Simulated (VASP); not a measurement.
Input of a VASP 6.6.1 run:

File INCAR:

```
PREC = Accurate ; ENCUT = 500
EDIFF = 1E-6 ; ISMEAR = 0
SIGMA = 0.2 ; LREAL = False
LASPH = True ; NELM = 200
ALGO = Normal ; ISIF = 2
LWAVE = False ; LCHARG = False
GGA = PE ; NBANDS = 42
GGA_COMPAT = False ; LMAXMIX = 6
```

KPOINTS

```
regular mesh
0
Gamma
  4 4 2
```

File POSCAR:

```
SmHf2H
1.0
    4.0111150196      0.0000000000      0.0000000000
    0.0000000000      4.0111150196      0.0000000000
    0.0000000000      0.0000000000     10.7872651135
Sm Hf H
2 4 2
Direct
    0.0000000000      0.5000000000      0.7563151562
    0.5000000000      0.0000000000      0.2436848438
    0.5000000000      0.5000000000      0.0000000000
    0.0000000000      0.0000000000      0.0000000000
    0.0000000000      0.5000000000      0.4449575110
    0.5000000000      0.0000000000      0.5550424890
    0.5000000000      0.5000000000      0.5000000000
    0.0000000000      0.0000000000      0.5000000000
```

Potentials or basis: VASP PAW PBE potentials, release 64 (Sm_3, Hf_pv, H), 4f in core.

Run with:

```console
$ cat potpaw_PBE.64/Sm_3/POTCAR potpaw_PBE.64/Hf_pv/POTCAR potpaw_PBE.64/H/POTCAR > POTCAR
$ mpirun -np 1 vasp_std > vasp.out
```

(1) What does it give for the pressure?

(2) What does it give for the largest force?

Results:

(1) 0.4 GPa.

(2) 0.065 eV/Å.

Caveat: the k points lie up to 0.39 Å⁻¹ apart.
